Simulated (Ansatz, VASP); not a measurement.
# One calculation of NaF, two programs

File INCAR:

```
SYSTEM = NaF
PREC     = Accurate       ! precision mode
ENCUT    = 520            ! plane-wave cutoff, eV
EDIFF    = 1E-7           ! SCF threshold, eV
ISMEAR   = -1             ! smearing method
SIGMA    = 0.02           ! smearing width, eV
LREAL    = .False.        ! projectors in reciprocal space
LASPH    = .True.         ! aspherical terms in the spheres
NELM     = 100            ! most SCF steps
ALGO     = Normal         ! electronic algorithm
ISIF     = 2              ! what is computed and relaxed
LWAVE    = .False.        ! write WAVECAR
LCHARG   = .False.        ! write CHGCAR
GGA      = PE             ! functional
NBANDS   = 14             ! bands
```

KPOINTS

```
regular mesh
0
Gamma
  10 10 10
  0 0 0
```

Contents of POSCAR:

```
NaF
1.0
    0.0000000000      2.3660831267      2.2726349319
    2.3660831267      0.0000000000      2.2726349319
    2.3660831267      2.3660831267      0.0000000000
Na F
1 1
Direct
    0.0000000000      0.0000000000      0.0000000000
    0.5000000000      0.5000000000      0.5000000000
```

Input for Ansatz:

```yaml
crystal:
  lattice:
    - [0.0, 2.3660831267, 2.2726349319]
    - [2.3660831267, 0.0, 2.2726349319]
    - [2.3660831267, 2.3660831267, 0.0]
  atoms:
    - { symbol: Na, position: [0.0, 0.0, 0.0] }
    - { symbol: F, position: [0.5, 0.5, 0.5] }
kpoints:
  mp_grid: { grid: [10, 10, 10] }
  band_path:
    path:
      - [0.0, 0.0, 0.0]
      - [0.5, 0.0, 0.5]
      - [0.625, 0.25, 0.625]
      - [0.375, 0.375, 0.75]
      - [0.5, 0.5, 0.5]
      - [0.5, 0.25, 0.75]
    npoints: 1
hamiltonian:
  xc: pbe
scf:
  occupations: { method: fermi_dirac, width: 0.02 }
  n_extra_bands: 4
output:
  forces: true
  stress: true
  eigenvalues: true
  write_density: true
  write_potential: true
  elf: true
  volumetric_format: npy
```

Change from the starting cell: epitaxial_xy strain +3.0%.

Alike in both runs: task single point; functional PBE; k mesh 10 × 10 × 10; occupations fermi-dirac, width 0.02 eV; no spin polarisation.

|  | VASP | Ansatz |
| --- | --- | --- |
| version | VASP 6.6.1 | Ansatz 0.2.0 |
| potentials or method | VASP PAW PBE potentials, release 64 (Na_pv, F) | plane waves, PAW |
| plane-wave cutoff (eV) | 520 | 420 |
| valence electrons in the cell | 14 | 16 |

```tsv
	VASP	Ansatz	Ansatz less VASP
gap on the k mesh at the Fermi level (eV)	6.18	6.19	+0.016
pressure (GPa)	1.0	1.2	+0.12
traceless stress, the component that is largest in VASP (GPa)	2.30	2.23	-0.072
```

VASP's potentials hold 14 valence electrons a cell and Ansatz's 16, so a difference there can come from the potentials and not from the codes.
